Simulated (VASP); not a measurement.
# SnSe2: single point with PBEsol

SnSe2:

```
Sn Se
1.0
     0.00000    3.37863    3.37863
     3.37863    0.00000    3.37863
     3.37863    3.37863    0.00000
Sn Se
1 2
Direct
  0.00000 0.00000 0.00000
  0.75000 0.75000 0.75000
  0.25000 0.25000 0.25000
```

* Program: VASP 6.6.1
* Task: single point
* Functional: PBEsol
* Potentials or basis: VASP PAW PBE potentials, release 64 (Sn_d, Se)
* Cutoff: 520 eV
* k mesh: 6 × 6 × 6
* Occupations: fermi-dirac, width 0.03 eV
* Spin: no spin polarisation
* Dipole correction: no
* Further INCAR settings: ALGO = Normal; EDIFF = 1e-07; NBANDS = 20

The pressure is 0.1 GPa and the band gap on the k mesh is zero (band 13 reaches 5.01 eV, above the bottom of band 14 at 3.16 eV).

Levels at points of the mesh, in eV from the Fermi level:
```tsv
k point	band 9	band 10	band 11	band 12	band 13	band 14	band 15	band 16	band 17	band 18
(0.00, 0.00, 0.00)	-2.97	-2.97	-2.97	-1.54	-1.54	-1.54	1.91	1.91	1.91	5.84
(0.50, 0.00, 0.00)	-3.32	-3.32	-3.05	-2.17	-2.17	1.16	4.08	4.08	5.71	6.51
(0.50, 0.50, 0.00)	-4.83	-4.83	-1.32	0.20	0.20	0.72	2.63	5.44	5.44	6.47
```

Wall time 35 s on 1 thread of Intel Xeon 8259CL (shared host), peak memory 0.21 GiB.

Caveat: the PAW data sets were made with another functional, which shifts forces and pressure a little; spin-orbit coupling is left out, which moves the levels of the heavy elements.
